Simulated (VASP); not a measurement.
## Al: single point with PBE

Al:

```xyz
1
Lattice="0.0000 2.0078 2.0078 2.0078 0.0000 2.0078 2.0078 2.0078 0.0000" Properties=species:S:1:pos:R:3 pbc="T T T"
Al    0.0000    0.0000    0.0000
```

```json
{"Program": "VASP 6.6.1", "Task": "single point", "Functional": "PBE", "Potentials or basis": "VASP PAW PBE potentials, release 64 (Al)", "Cutoff": "520 eV", "k mesh": "10 × 10 × 10", "Occupations": "gaussian, width 0.1 eV", "Spin": "no spin polarisation"}
```

- Pressure: 1.2 GPa

Levels at points of the mesh, in eV from the Fermi level:
| k point | band 1 | band 2 | band 3 | band 4 | band 5 | band 6 |
| --- | --- | --- | --- | --- | --- | --- |
| (0.00, 0.00, 0.00) | -11.40 | 12.60 | 12.60 | 12.60 | 14.23 | 14.23 |
| (0.50, 0.00, 0.00) | -4.80 | -4.53 | 11.42 | 11.42 | 11.49 | 11.49 |
| (0.50, 0.50, 0.00) | -3.10 | -1.73 | 5.13 | 5.56 | 5.56 | 9.12 |

Run time: 2.1 s on 1 thread of Intel(R) Xeon(R) 6975P-C (Granite Rapids), with other jobs on the host, peak memory 0.13 GiB.
